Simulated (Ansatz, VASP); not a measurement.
# V in VASP and in Ansatz

```
V
1.0
     2.41310    0.00000    0.00000
     0.00000    2.41310    0.00000
     0.00000    0.00000    2.41310
V
1
Direct
  0.00000 0.00000 0.00000
```

Alike in both runs: functional PBEsol; k mesh 17 × 17 × 17; occupations fermi-dirac, width 0.1 eV; no spin polarisation.

Ansatz relaxed the structure, and its values are those at the end. VASP's run is a single point on that final structure, the one shown.

|  | VASP | Ansatz |
| --- | --- | --- |
| version | VASP 6.6.1 | Ansatz 0.2.0 |
| potentials or method | VASP PAW PBE potentials, release 64 (V_sv) | PAW with Ansatz's default frozen-core files, scalar-relativistic |
| plane-wave cutoff (eV) | 520 | 420 |
| valence electrons in the cell | 13 | 13 |

Ansatz gave:

```
pressure (GPa) : 0.0
```

Question: Estimate VASP's values.

Answer: Pressure (GPa): 0.3.

VASP's potentials were made for PBE, not for PBEsol. The functional is the same, so the differences come from potentials, cutoffs and numerics.
